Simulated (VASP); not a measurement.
# Ga3N4 in VASP: notebook

Ga3N4 is run at these levels: PBE; tasks: single point.

All numbers are computed with VASP 6.6.1; they aren't measurements. Logs are shortened: lines on timing, memory, paths and dates and some standing lists are left out, and cuts for length are marked.

**1. The cell of the first run**

The cell holds a slab with vacuum, 7 atoms: a = 3.217 Å, b = 3.217 Å, c = 21.220 Å, α = 90.00°, β = 90.00°, γ = 90.00°.

**2. Single point, PBE, collinear spin**

File INCAR:

```
SYSTEM = Ga3N4
PREC     = Accurate       ! precision mode
ENCUT    = 520            ! plane-wave cutoff, eV
EDIFF    = 1E-6           ! SCF threshold, eV
ISMEAR   = 0              ! smearing method
SIGMA    = 0.05           ! smearing width, eV
LREAL    = .FALSE.        ! projectors in reciprocal space
LASPH    = .TRUE.         ! aspherical terms in the spheres
NELM     = 150            ! most SCF steps
ALGO     = Fast           ! electronic algorithm
ISIF     = 2              ! what is computed and relaxed
LWAVE    = .FALSE.        ! write WAVECAR
LCHARG   = .FALSE.        ! write CHGCAR
ISPIN    = 2              ! spin polarisation
MAGMOM   = 0 0 0 3 0 0 0  ! initial moments
LORBIT   = 11             ! projections on sites
LDIPOL   = .TRUE.       
IDIPOL   = 3            
DIPOL    = 0.5 0.5 0.353
GGA      = PE             ! functional
NBANDS   = 42             ! bands
```

File KPOINTS:

```
Automatic mesh
0
G
  8 8 1
  0 0 0
```

File POSCAR:

```
Ga3N4
1.0
    3.2165072845      0.0000000000      0.0000000000
    0.0000000000      3.2165072845      0.0000000000
    0.0000000000      0.0000000000     21.2198072894
N Ga
4 3
Direct
    0.0000000000      0.5000000000      0.1885031257
    0.5000000000      0.0000000000      0.2956866680
    0.0000000000      0.5000000000      0.4029970640
    0.6250000000      0.7500000000      0.5344623024
    0.5000000000      0.5000000000      0.2420948968
    0.0000000000      0.0000000000      0.3470972838
    0.5000000000      0.5000000000      0.4580535137
```

Potentials or basis: VASP PAW PBE potentials, release 64 (N, Ga_d).

Run with:

```
$ cat potpaw_PBE.64/N/POTCAR potpaw_PBE.64/Ga_d/POTCAR > POTCAR
$ mpirun -np 1 vasp_std > vasp.out
```

OUTCAR:

```text
SYSTEM = Ga3N4
   PREC = Accurate
   ENCUT = 520
   EDIFF = 1E-6
   ISMEAR = 0
   LREAL = .FALSE.
   LASPH = .TRUE.
   NELM = 150
   ISIF = 2
   ISPIN = 2
   LORBIT = 11
   GGA = PE

 ion  position               nearest neighbor table
   1  0.000  0.500  0.189-   5 1.97   5 1.97
   2  0.500  0.000  0.296-   6 1.94   6 1.94   5 1.97   5 1.97
   3  0.000  0.500  0.403-   7 1.99   7 1.99   6 2.00   6 2.00
   4  0.625  0.750  0.534-   7 1.85
   5  0.500  0.500  0.242-   1 1.97   1 1.97   2 1.97   2 1.97
   6  0.000  0.000  0.347-   2 1.94   2 1.94   3 2.00   3 2.00
   7  0.500  0.500  0.458-   4 1.85   3 1.99   3 1.99

  LATTYP: Found a simple tetragonal cell.
 ALAT       =     3.2165072845
 C/A-ratio  =     6.5971581633

  Lattice vectors:

 A1 = (   3.2165072845,   0.0000000000,   0.0000000000)
 A2 = (   0.0000000000,   3.2165072845,   0.0000000000)
 A3 = (   0.0000000000,   0.0000000000,  21.2198072894)

Analysis of symmetry for initial positions (statically):
=====================================================================
 Subroutine PRICEL returns:
 Original cell was already a primitive cell.

 Routine SETGRP: Setting up the symmetry group for a
 simple tetragonal supercell.

 Subroutine GETGRP returns: Found  1 space group operations
 (whereof  1 operations were pure point group operations)
 out of a pool of 16 trial point group operations.

The static configuration has the point symmetry C_1 .

Analysis of symmetry for dynamics (positions and initial velocities):
=====================================================================
 Subroutine PRICEL returns:
 Original cell was already a primitive cell.

 Routine SETGRP: Setting up the symmetry group for a
 simple tetragonal supercell.

 Subroutine GETGRP returns: Found  1 space group operations
 (whereof  1 operations were pure point group operations)
 out of a pool of 16 trial point group operations.

The dynamic configuration has the point symmetry C_1 .

Analysis of structural, dynamic, and magnetic symmetry:
=====================================================================
 Subroutine PRICEL returns:
 Original cell was already a primitive cell.

 Routine SETGRP: Setting up the symmetry group for a
 simple tetragonal supercell.

 Subroutine GETGRP returns: Found  1 space group operations
 (whereof  1 operations were pure point group operations)
 out of a pool of 16 trial point group operations.

The overall configuration has the point symmetry C_1 .

 Subroutine INISYM returns: Found  1 space group operations
 (whereof  1 operations are pure point group operations),
 and found     1 'primitive' translations

----------------------------------------------------------------------------------------

                                     Primitive cell

  volume of cell :     219.5384

  direct lattice vectors                    reciprocal lattice vectors
     3.216507285  0.000000000  0.000000000     0.310896234  0.000000000  0.000000000
     0.000000000  3.216507285  0.000000000     0.000000000  0.310896234  0.000000000
     0.000000000  0.000000000 21.219807289     0.000000000  0.000000000  0.047125781

  length of vectors
     3.216507285  3.216507285 21.219807289     0.310896234  0.310896234  0.047125781

  position of ions in fractional coordinates (direct lattice)
     0.000000000  0.500000000  0.188503126
     0.500000000  0.000000000  0.295686668
     0.000000000  0.500000000  0.402997064
     0.625000000  0.750000000  0.534462302
     0.500000000  0.500000000  0.242094897
     0.000000000  0.000000000  0.347097284
     0.500000000  0.500000000  0.458053514

  ion indices of the primitive-cell ions
   primitive index   ion index
                 1           1
                 2           2
                 3           3
                 4           4
                 5           5
                 6           6
                 7           7

[... 57 lines left out ...]
   dimension x,y,z NGXF=    48 NGYF=   48 NGZF=  320
   ions per type =               4   3
   NGX,Y,Z   is equivalent  to a cutoff of  12.40, 12.40, 12.54 a.u.
   NGXF,Y,Z  is equivalent  to a cutoff of  24.81, 24.81, 25.07 a.u.
 SYSTEM =  Ga3N4
   PREC   = accura    normal or accurate (medium, high low for compatibility)
   ISTART =      0    job   : 0-new  1-cont  2-samecut
   ICHARG =      2    charge: 1-file 2-atom 10-const
   ISPIN  =      2    spin polarized calculation?
   LNONCOLLINEAR =      F non collinear calculations
   LSORBIT =      F    spin-orbit coupling
   LASPH  =      T    aspherical Exc in radial PAW
   ENCUT  =  520.0 eV  38.22 Ry    6.18 a.u.   5.98  5.98 39.45*2*pi/ulx,y,z
   NELM   =    150;   NELMIN=  2; NELMDL= -5     # of ELM steps
   EDIFF  = 0.1E-05   stopping-criterion for ELM
   LREAL  =      F    real-space projection
   EDIFFG = 0.1E-04   stopping-criterion for IOM
   NSW    =      0    number of steps for IOM
   IBRION =     -1    ionic relax: 0-MD 1-quasi-New 2-CG
   NFREE  =      0    steps in history (QN), initial steepest desc. (CG)
   ISIF   =      2    stress and relaxation
   ISYM   =      2    0-nonsym 1-usesym 2-fastsym
   POTIM  = 0.5000    time-step for ionic-motion
   TEBEG  =    0.0;   TEEND  =   0.0 temperature during run
   PSTRESS=    0.0 pullay stress
   NELECT =      59.0000    total number of electrons
   NUPDOWN=      -1.0000    fix difference up-down
   EMIN   =  10.00;   EMAX   =-10.00  energy-range for DOS
   EFERMI =   0.00;   METHOD = LEGACY
   ISMEAR =     0;   SIGMA  =   0.05  broadening in eV -4-tet -1-fermi 0-gaus
   EFERMI_NEDOS =   21; number of points for ismear=-14 and -15
   IALGO  =     68    algorithm
   IMIX   =      4    mixing-type and parameters
     AMIX     =   0.40;   BMIX     =  1.00
     AMIX_MAG =   1.60;   BMIX_MAG =  1.00
  volume/ion in A,a.u.               =      31.36       211.65
  Fermi-wavevector in a.u.,A,eV,Ry     =   1.056466  1.996430 15.185726  1.116119
  Thomas-Fermi vector in A             =   2.191702
   LORBIT       =     11    0 simple, 1 ext, 2 COOP (PROOUT), +10 PAW based schemes
   GGA     = PE    functional components
   LHFCALC =     F    Hartree Fock is set to
   AEXX    =    0.0000 exact exchange contribution
   IVDW    =     0    specifies the selected vdW correction
   LEPSILON=     F    determine dielectric tensor
   LRPA    =     F    only Hartree local field effects (RPA)
 spin polarized calculation
 RMM-DIIS sequential band-by-band and
 Gauss-broadening in eV      SIGMA  =   0.05
  energy-cutoff  :      520.00
  volume of cell :      219.54
 maximum number of plane-waves:      5966
   NGX = 11   NGY = 11   NGZ = 79

 number of electron      59.0000024 magnetization       2.3189324

 dipolmoment           0.000000      0.000000     -0.007502 electrons x Angstroem

 Free energy of the ion-electron system (eV)
  ---------------------------------------------------
  ext. energy  EPLUGINS =         0.00000000
  ---------------------------------------------------
  free energy    TOTEN  =       -36.67663948 eV

  energy without entropy =      -36.67452912  energy(sigma->0) =      -36.67558430

 E-fermi :  -3.0565     XC(G=0):  -5.0179

 val. band max:       -3.0576922122   @ k =   0.0000   0.1250   0.0000
 cond. band min:      -3.0532155298   @ k =   0.0000   0.0000   0.0000
 fundamental gap:      0.0044766824
 Fermi energy:        -3.0564565273

 spin component 1

 k-point     1 :       0.0000    0.0000    0.0000
  band No.  band energies     occupation
      1     -19.1861      1.00000
      2     -18.6896      1.00000
      3     -18.1065      1.00000
      4     -17.3500      1.00000
      5     -17.2987      1.00000
      6     -17.2623      1.00000
[... 1045 lines left out ...]
     40       6.6743      0.00000
     41       6.7432      0.00000

 [... further k-points ...]

 spin component 2

 k-point     1 :       0.0000    0.0000    0.0000
  band No.  band energies     occupation
      1     -19.1294      1.00000
      2     -18.6356      1.00000
      3     -17.6019      1.00000
      4     -17.3161      1.00000
      5     -17.2523      1.00000
      6     -17.2363      1.00000
[... 1045 lines left out ...]
     40       6.8039      0.00000
     41       6.9966      0.00000

 [... further k-points ...]

 [bands above 41 left out]

------------------------ aborting loop because EDIFF is reached ----------------------------------------

 vacuum level on the upper side and lower side of the slab       (xc-potential included)        -0.064         0.064

  FORCE on cell =-STRESS in cart. coord.  units (eV):
  Direction    XX          YY          ZZ          XY          YZ          ZX
  --------------------------------------------------------------------------------------
  -------------------------------------------------------------------------------------
  Total       -0.2602699     -0.2887378     -1.2462887      0.2696783      0.6975893     -0.3339275
  in kB       -1.8994330     -2.1071901     -9.0953358      1.9680952      5.0909625     -2.4369818
  external PRESSURE =      -4.3673197 kB  Pullay stress =       0.0000000 kB

 VOLUME and BASIS-vectors are now :
 -----------------------------------------------------------------------------
  energy-cutoff  :      520.00
  volume of cell :      219.54
      direct lattice vectors                 reciprocal lattice vectors
     3.216507285  0.000000000  0.000000000     0.310896234  0.000000000  0.000000000
     0.000000000  3.216507285  0.000000000     0.000000000  0.310896234  0.000000000
     0.000000000  0.000000000 21.219807289     0.000000000  0.000000000  0.047125781

 POSITION                                       TOTAL-FORCE (eV/Angst)
 -----------------------------------------------------------------------------------
      0.00000      1.60825      4.00000         0.002670      0.456655      1.283776
      1.60825      0.00000      6.27441         0.020356     -0.195005      0.464662
      0.00000      1.60825      8.55152         0.197650     -0.479698      0.282203
      2.01032      2.41238     11.34119         0.018606      0.640671      0.074761
      1.60825      1.60825      5.13721        -0.003150     -0.257293     -1.876929
      0.00000      0.00000      7.36534         0.026575      0.059045      0.269435
      1.60825      1.60825      9.71981        -0.262707     -0.224376     -0.497908
 -----------------------------------------------------------------------------------
    total drift:                                0.000017     -0.000154     -0.000056

  FREE ENERGIE OF THE ION-ELECTRON SYSTEM (eV)
  ---------------------------------------------------
  free  energy   TOTEN  =       -36.6766394780 eV

  energy  without entropy=      -36.6745291221  energy(sigma->0) =      -36.67558430

 vacuum level on the upper side and lower side of the slab         4.734         4.865

 total charge

# of ion       s       p       d       tot
------------------------------------------
    1        1.309   2.168   0.000   3.476
    2        1.235   2.491   0.000   3.726
    3        1.237   2.450   0.000   3.688
    4        1.347   2.062   0.000   3.409
    5        0.798   0.865  10.145  11.807
    6        0.790   0.855  10.159  11.803
    7        0.864   0.796  10.091  11.751
--------------------------------------------------
tot          7.580  11.687  30.394  49.661

 magnetization (x)

# of ion       s       p       d       tot
------------------------------------------
    1        0.017   0.417   0.000   0.433
    2        0.001   0.029   0.000   0.029
    3        0.001   0.025   0.000   0.026
    4        0.026   1.048   0.000   1.074
    5       -0.008  -0.004   0.017   0.005
    6       -0.003   0.004   0.002   0.003
    7       -0.024  -0.027   0.033  -0.019
--------------------------------------------------
tot          0.009   1.491   0.052   1.552
```

Run time: 65 min. Hardware: 1 thread of Oxide Virtual Turin-like, shared host; peak memory 0.62 GiB.

What came out:

```
Free energy                                           : -36.6766 eV
Largest force                                         : 1.894 eV/Å
Net moment                                            : 2.32 μB per cell
Site moments                                          : N +0.43, +0.03, +1.07 (each value once); Ga +0.01, +0.00, -0.02 μB
Valence electrons inside the program's atomic spheres : N 3.48, 3.73, 3.69, 3.41; Ga 11.81, 11.80, 11.75
```

Forces in eV/Å, atoms in the order of the input:
```
N    0.003  0.457  1.284
N    0.020 -0.195  0.465
N    0.198 -0.480  0.282
N    0.019  0.641  0.075
Ga  -0.003 -0.257 -1.877
Ga   0.027  0.059  0.269
Ga  -0.263 -0.224 -0.498
```

Levels at points of the mesh, in eV from the Fermi level:
Spin up:
| k point | band 27 | band 28 | band 29 | band 30 | band 31 | band 32 | band 33 | band 34 | band 35 | band 36 |
| --- | --- | --- | --- | --- | --- | --- | --- | --- | --- | --- |
| (0.00, 0.00, 0.00) | -0.91 | -0.79 | -0.71 | -0.36 | 0.09 | 1.42 | 3.14 | 4.39 | 5.39 | 6.18 |
| (0.50, 0.00, 0.00) | -1.62 | -1.54 | -1.05 | -0.60 | 0.30 | 3.37 | 4.36 | 5.21 | 7.01 | 7.48 |
| (0.00, 0.50, 0.00) | -1.70 | -1.22 | -0.72 | -0.49 | -0.30 | 2.65 | 4.21 | 5.21 | 5.96 | 7.28 |
| (0.50, 0.50, 0.00) | -2.62 | -2.13 | -1.77 | -1.64 | -0.75 | 1.93 | 4.02 | 5.18 | 6.22 | 6.64 |
Spin down:
```
           k point  band 26  band 27  band 28  band 29  band 30  band 31
(0.00, 0.00, 0.00)    -1.37    -0.17     0.00     1.34     1.66     2.00
(0.50, 0.00, 0.00)    -1.50    -1.25    -0.44     0.43     1.95     2.04
(0.00, 0.50, 0.00)    -1.54    -0.71    -0.31    -0.07     0.40     2.59
(0.50, 0.50, 0.00)    -2.59    -1.44    -0.82    -0.72     0.36     0.91
```

**3. Single point, PBE, collinear spin**

File INCAR:

```
PREC     = Accurate       # precision mode
ENCUT    = 520            # plane-wave cutoff, eV
EDIFF    = 1E-6           # SCF threshold, eV
ISMEAR   = 0              # smearing method
SIGMA    = 0.05           # smearing width, eV
LREAL    = F              # projectors in reciprocal space
LASPH    = T              # aspherical terms in the spheres
NELM     = 150            # most SCF steps
ALGO     = Normal         # electronic algorithm
ISIF     = 2              # what is computed and relaxed
LWAVE    = F              # write WAVECAR
LCHARG   = F              # write CHGCAR
ISPIN    = 2              # spin polarisation
MAGMOM   = 0 0 0 3 0 0 0  # initial moments
LORBIT   = 11             # projections on sites
LDIPOL   = T            
IDIPOL   = 3            
DIPOL    = 0.5 0.5 0.354
GGA      = PE             # functional
NBANDS   = 42             # bands
```

File KPOINTS:

```
regular mesh
0
Gamma
  8 8 1
```

Edit POSCAR of step 2 so:

```diff
@@ -11,3 +11,3 @@
     0.0000000000      0.5000000000      0.4029970640
-    0.6250000000      0.7500000000      0.5344623024
+    0.6250000000      0.6250000000      0.5414281358
     0.5000000000      0.5000000000      0.2420948968
```

Potentials or basis: VASP PAW PBE potentials, release 64 (N, Ga_d).

Run with:

```
$ cat potpaw_PBE.64/N/POTCAR potpaw_PBE.64/Ga_d/POTCAR > POTCAR
$ mpirun -np 1 vasp_std > vasp.out
```

Wall time 1.7 h (1 thread of Oxide Virtual Turin-like, shared host); peak memory 0.63 GiB.

Results (log left out):

| Property | Result |
| --- | --- |
| Free energy | -36.4464 eV |
| Largest force | 2.351 eV/Å |
| Net moment | 2.06 μB per cell |
| Site moments | N +0.34, +0.06, +0.02, +1.11; Ga +0.03, +0.01, -0.02 μB |
| Valence electrons inside the program's atomic spheres | N 3.48, 3.72, 3.69, 3.40; Ga 11.79, 11.80, 11.76 |

Forces on the atoms (eV/Å):
```
N    0.004  0.056  1.672
N    0.023 -0.046  0.588
N    0.199 -0.261  0.363
N    0.010  0.220  0.055
Ga  -0.006 -0.033 -2.351
Ga   0.027  0.046  0.149
Ga  -0.257  0.016 -0.475
```

Levels at points of the mesh, in eV from the Fermi level:
Spin up:
| k point | band 27 | band 28 | band 29 | band 30 | band 31 | band 32 | band 33 | band 34 | band 35 | band 36 |
| --- | --- | --- | --- | --- | --- | --- | --- | --- | --- | --- |
| (0.00, 0.00, 0.00) | -0.92 | -0.72 | -0.70 | -0.22 | 0.50 | 1.21 | 3.08 | 4.55 | 5.54 | 6.13 |
| (0.50, 0.00, 0.00) | -1.71 | -1.60 | -0.89 | -0.57 | 0.73 | 3.20 | 4.18 | 5.20 | 6.89 | 7.37 |
| (0.00, 0.50, 0.00) | -1.63 | -0.93 | -0.75 | -0.47 | -0.30 | 2.18 | 3.86 | 5.07 | 6.02 | 7.23 |
| (0.50, 0.50, 0.00) | -2.38 | -2.15 | -1.71 | -1.12 | -0.83 | 1.41 | 4.02 | 5.32 | 6.06 | 6.42 |
Spin down:
```tsv
k point	band 26	band 27	band 28	band 29	band 30	band 31
(0.00, 0.00, 0.00)	-1.52	-0.14	-0.05	0.91	1.43	1.96
(0.50, 0.00, 0.00)	-1.52	-1.37	-0.29	0.42	1.18	2.15
(0.00, 0.50, 0.00)	-1.29	-0.91	-0.44	-0.11	0.21	2.63
(0.50, 0.50, 0.00)	-2.59	-1.14	-0.78	-0.49	-0.43	0.91
```
